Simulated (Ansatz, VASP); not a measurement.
Two plane-wave programs on Mg3Cd2Te3

```
CELL_PARAMETERS angstrom
6.26366 0.00000 0.00000
0.00000 4.33354 0.00000
0.00000 0.00000 8.11470
ATOMIC_POSITIONS crystal
Mg 0.50000 0.50000 0.23453
Mg 0.50000 0.50000 0.76547
Mg 0.00000 0.50000 0.50000
Cd 0.00000 0.00000 0.25190
Cd 0.00000 0.00000 0.74810
Te 0.00000 0.50000 0.00000
Te 0.50000 0.00000 0.50000
Te 0.50000 0.00000 0.00000
```

Change from the starting cell: species swapped into the Ta2Pd3Ru3 type (Pmmm, No. 47).

Alike in both runs: functional PBE; k mesh 4 × 4 × 2; occupations gaussian, width 0.2 eV; no spin polarisation.

Ansatz relaxed the structure, and its values are those at the end. VASP's run is a single point on that final structure, the one shown.

|  | VASP | Ansatz |
| --- | --- | --- |
| version | VASP 6.6.1 | Ansatz 0.2.0 |
| potentials or method | VASP PAW PBE potentials, release 64 (Mg, Cd, Te), cutoff 520 eV | scalar-relativistic, plane waves, PAW |
| valence electrons in the cell | 48 | 118 |

|  | VASP | Ansatz | Ansatz less VASP |
| --- | --- | --- | --- |
| gap on the k mesh at the Fermi level (eV) | none | none | - |
| pressure (GPa) | 0.3 | 0.3 | -0.01 |
| rms of the force components (eV/Å) | 0.014 | 0.014 | 0.0000 |

A gap of «none» marks a metal or a gap that the smearing closes. VASP's potentials hold 48 valence electrons a cell and Ansatz's 118, so a difference there can come from the potentials and not from the codes.

The k mesh is coarse, so the values compare programs but aren't converged. Spin-orbit coupling is off throughout.
